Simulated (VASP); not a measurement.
TaZn2B3:

```
Ta Zn B
1.0
     2.79163    0.00000    0.00000
     0.00000    2.79163    0.00000
     0.00000    0.00000    8.34617
Ta Zn B
1 2 3
Direct
  0.00000 0.00000 0.00000
  0.00000 0.00000 0.33426
  0.00000 0.00000 0.66574
  0.50000 0.50000 0.18374
  0.50000 0.50000 0.50000
  0.50000 0.50000 0.81625
```

The cell was generated, and may not be a known phase.

| Property | Result |
| --- | --- |
| Program | VASP 6.6.1 |
| Task | relaxation of cell and atoms |
| Functional | PBE |
| Potentials or basis | VASP PAW PBE potentials, release 64 (Ta_pv, Zn, B) |
| Cutoff | 600 eV |
| k mesh | 6 × 6 × 2 |
| Occupations | gaussian, width 0.1 eV |
| Spin | no spin polarisation |

At the start: pressure 4.0 GPa; volume 10.84 Å³/atom.

Problem. Where does the relaxation end?

Solution. Over 36 steps the energy falls by 205.4 meV/atom and the volume is 12.53 Å³/atom (+15.6 %); space group P4/mmm (No. 123, to 0.1 Å) before and after.

Step by step:
| step | energy change (eV) | largest force (eV/Å) | pressure (GPa) | volume (Å³) |
| --- | --- | --- | --- | --- |
| 1 | 0.0000 | 0.7325 | 3.95 | 65.04 |
| 2 | -0.1599 | 0.5180 | -2.68 | 67.57 |
| 3 | -0.2296 | 0.4106 | -8.06 | 70.23 |
| 4 | -0.3099 | 0.2718 | -8.11 | 70.18 |
| 5 | -0.4265 | 0.8198 | -6.65 | 69.95 |
| 6 | -0.4961 | 0.6867 | -3.79 | 68.60 |
| 7 | -0.5449 | 0.4299 | 1.42 | 66.46 |
| 8 | -0.5451 | 0.4055 | 1.94 | 66.28 |
| 9 | -0.5597 | 0.2615 | 1.59 | 66.48 |
| 10 | -0.5748 | 0.3093 | 0.73 | 67.02 |
| 11 | -0.5750 | 0.3042 | 0.79 | 66.96 |
| 12 | -0.5830 | 0.3354 | 0.13 | 67.32 |
| 13 | -0.6003 | 0.4473 | -1.73 | 68.43 |
| 14 | -0.6140 | 0.7121 | -4.95 | 70.69 |
| 15 | -0.6159 | 0.7212 | -4.90 | 70.73 |
| 16 | -0.6218 | 0.7505 | -4.96 | 70.87 |
| 17 | -0.6348 | 0.8107 | -5.08 | 71.15 |
| 18 | -0.6649 | 0.9086 | -5.26 | 71.72 |
| 19 | -0.7301 | 0.9318 | -5.72 | 72.86 |
| 20 | -0.8791 | 1.1998 | -6.36 | 75.17 |
| 21 | -0.0384 | 6.1067 | -0.97 | 79.93 |
| 22 | -0.9112 | 1.0265 | -6.22 | 75.61 |
| 23 | -0.9287 | 0.8384 | -6.07 | 76.67 |
| 24 | -0.9323 | 0.8026 | -6.20 | 76.29 |
| 25 | -0.9653 | 0.7268 | -3.15 | 76.06 |
| 26 | -0.9733 | 0.7499 | -4.14 | 76.13 |
| 27 | -1.0391 | 0.5839 | -2.81 | 75.29 |
| 28 | -1.1478 | 0.2926 | 1.64 | 72.77 |
| 29 | -1.1531 | 0.2294 | 3.30 | 71.98 |
| 30 | -1.1766 | 0.2965 | 1.93 | 72.69 |
| 31 | -1.1945 | 0.6259 | -0.34 | 73.92 |
| 32 | -1.2149 | 0.4644 | -0.06 | 74.25 |
| 33 | -1.2316 | 0.0892 | 0.37 | 74.78 |
| 34 | -1.2320 | 0.0217 | 0.48 | 74.88 |
| 35 | -1.2320 | 0.0203 | 0.47 | 74.86 |
| 36 | -1.2325 | 0.0225 | -0.10 | 75.19 |

Final structure:
```
CELL_PARAMETERS angstrom
3.02723 0.00000 0.00000
0.00000 3.02723 0.00000
0.00000 0.00000 8.20431
ATOMIC_POSITIONS crystal
Ta 0.00000 0.00000 0.00000
Zn 0.00000 0.00000 0.33823
Zn 0.00000 0.00000 0.66177
B 0.50000 0.50000 0.10536
B 0.50000 0.50000 0.50000
B 0.50000 0.50000 0.89464
```

Caveat: the k points lie up to 0.38 Å⁻¹ apart in the final cell, too coarse for converged energies and pressures of a metal; the volume moved by over 15 % at a fixed basis, so the end points are rough.
